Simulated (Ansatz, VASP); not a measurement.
Ti in VASP and in Ansatz

The input INCAR:

```
PREC = Accurate
ENCUT = 520
EDIFF = 1E-8
ISMEAR = -1
SIGMA = 0.08
LREAL = False
LASPH = True
NELM = 80
ALGO = Normal
ISIF = 2
LWAVE = False
LCHARG = False
GGA = PS
LEFG = True
NBANDS = 19
```

Contents of KPOINTS:

```
Automatic mesh
0
Gamma
  13 13 7
```

File POSCAR:

```
Ti
1.0
    2.9201978648      0.0000000000      0.0000000000
   -1.4600989324      2.5289655350      0.0000000000
    0.0000000000      0.0000000000      4.6386634303
Ti
2
Direct
    0.3333333333      0.6666666667      0.2500000000
    0.6666666667      0.3333333333      0.7500000000
```

Input for Ansatz:

```yaml
crystal:
  lattice:
    - [2.9201978648, 0.0, 0.0]
    - [-1.4600989324, 2.528965535, 0.0]
    - [0.0, 0.0, 4.6386634303]
  atoms:
    - { symbol: Ti, position: [0.3333333333, 0.6666666667, 0.25] }
    - { symbol: Ti, position: [0.6666666667, 0.3333333333, 0.75] }
kpoints:
  mp_grid: { grid: [13, 13, 7] }
scf:
  occupations: { method: fermi_dirac, width: 0.08 }
hamiltonian:
  xc: pbesol
  pseudopotentials: { kind: paw }
output:
  forces: true
  stress: true
  eigenvalues: true
  efg: { contact_densities: true }
```

Change from the starting cell: volume scaled by 0.97, PAW files.

Alike in both runs: task electric field gradients; functional PBEsol; k mesh 13 × 13 × 7; occupations fermi-dirac, width 0.08 eV; no spin polarisation.

|  | VASP | Ansatz |
| --- | --- | --- |
| version | VASP 6.6.1 | Ansatz 0.2.0 |
| potentials or method | VASP PAW PBE potentials, release 64 (Ti_sv) | PAW with Ansatz's default frozen-core files, scalar-relativistic |
| plane-wave cutoff (eV) | 520 | 420 |
| valence electrons in the cell | 24 | 24 |

```tsv
	VASP	Ansatz	Ansatz less VASP
pressure (GPa)	-2.9	-2.7	+0.26
traceless stress, the component that is largest in VASP (GPa)	-0.27	-0.27	-0.004
size of Vzz on the site where it differs most (V/Å²)	17.8	19.6	+1.83
```

VASP's potentials were made for PBE, not for PBEsol.
